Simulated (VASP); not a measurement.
Input of a VASP 6.6.1 run:

The input INCAR:

```
SYSTEM = Mg
PREC = Accurate
ENCUT = 520
EDIFF = 1E-7
ISMEAR = -1
SIGMA = 0.05
LREAL = .FALSE.
LASPH = .TRUE.
NELM = 100
ALGO = Normal
ISIF = 2
LWAVE = .FALSE.
LCHARG = .FALSE.
GGA = PE
IVDW = 12
NBANDS = 9
```

File KPOINTS:

```
Automatic mesh
0
G
  10 10 5
  0 0 0
```

The input POSCAR:

```
Mg
1.0
    3.1437856987      0.0000000000      0.0000000000
   -1.5718928494      2.7225982792      0.0000000000
    0.0000000000      0.0000000000      5.1039375022
Mg
2
Direct
    0.6666666667      0.3333333333      0.7500000000
    0.3333333333      0.6666666667      0.2500000000
```

Potentials or basis: VASP PAW PBE potentials, release 64 (Mg).

The run is started by

```console
$ cat potpaw_PBE.64/Mg/POTCAR > POTCAR
$ mpirun -np 1 vasp_std > vasp.out
```

(1) Predict the pressure.

(2) Estimate the dispersion energy per atom.

## Answers

(1) -0.3 GPa.

(2) -0.298 eV.

Caveat: pairwise dispersion overbinds metals, which lowers pressure and volume.
